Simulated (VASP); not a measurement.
Input of a VASP 6.6.1 run:

The input INCAR:

```
  PREC = Accurate
  ENCUT = 520
  EDIFF = 1E-6
  ISMEAR = -1
  SIGMA = 0.15
  LREAL = False
  LASPH = True
  NELM = 60
  ALGO = Normal
  ISIF = 2
  LWAVE = False
  LCHARG = False
  GGA = PS
  NBANDS = 13
```

KPOINTS

```
Automatic mesh
0
Gamma
  10 10 10
```

The input POSCAR:

```
W
1.0
    0.0000000000      2.0300000000      2.0300000000
    2.0300000000      0.0000000000      2.0300000000
    2.0300000000      2.0300000000      0.0000000000
W
1
Direct
    0.0000000000      0.0000000000      0.0000000000
```

Potentials or basis: VASP PAW PBE potentials, release 64 (W_sv).

Command:

```console
$ cat potpaw_PBE.64/W_sv/POTCAR > POTCAR
$ mpirun -np 1 vasp_std > vasp.out
```

(1) Predict the band gap on the k mesh.

(2) What does it give for the pressure?

## Answers

(1) zero (band 7 reaches 13.02 eV, above the bottom of band 8 at 9.52 eV).

(2) -11.3 GPa.

Caveat: the PAW data sets were made with another functional, which shifts forces and pressure a little; spin-orbit coupling is left out, which moves the levels of the heavy elements.
